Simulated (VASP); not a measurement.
Write the native input for VASP 6.6.1 that does the following.

```
Task                   : single point
Functional             : PBEsol
Potentials or basis    : VASP PAW PBE potentials, release 64 (Zn)
Cutoff                 : 520 eV
k mesh                 : 24 × 24 × 24
Occupations            : gaussian, width 0.15 eV
Spin                   : no spin polarisation
Dipole correction      : no
Further INCAR settings : ALGO = Fast; EDIFF = 1e-06; NBANDS = 12
```

The structure of Zn lies in POSCAR:

```
Zn
1.0
   -2.3063398684      1.6473856203      1.6473856203
    1.6473856203     -2.3063398684      1.6473856203
    1.6473856203      1.6473856203     -2.3063398684
Zn
1
Direct
    0.0000000000      0.0000000000      0.0000000000
```

This cell differs from its parent crystal: ratio of the length along [111] to the lengths across it x 0.5, volume and fractional coordinates fixed.

The input as run:

INCAR

```
  PREC = Accurate
  ENCUT = 520
  EDIFF = 1E-6
  ISMEAR = 0
  SIGMA = 0.15
  LREAL = F
  LASPH = T
  NELM = 60
  ALGO = Fast
  ISIF = 2
  LWAVE = F
  LCHARG = F
  GGA = PS
  NBANDS = 12
```

KPOINTS

```
Automatic mesh
0
Gamma
  24 24 24
```

Potentials or basis: VASP PAW PBE potentials, release 64 (Zn).

Launch:

```bash
$ cat potpaw_PBE.64/Zn/POTCAR > POTCAR
$ mpirun -np 1 vasp_std > vasp.out
```

It gave:

```json
{
  "Pressure": "104.5 GPa",
  "Band gap on the k mesh": "zero (band 6 reaches 7.42 eV, above the bottom of band 7 at -1.38 eV)"
}
```

Caveat: the PAW data sets were made with another functional, which shifts forces and pressure a little.

Run time: 3.2 min on 1 thread of Intel(R) Xeon(R) Platinum 8488C (Sapphire Rapids), with other jobs on the host, peak memory 0.35 GiB.
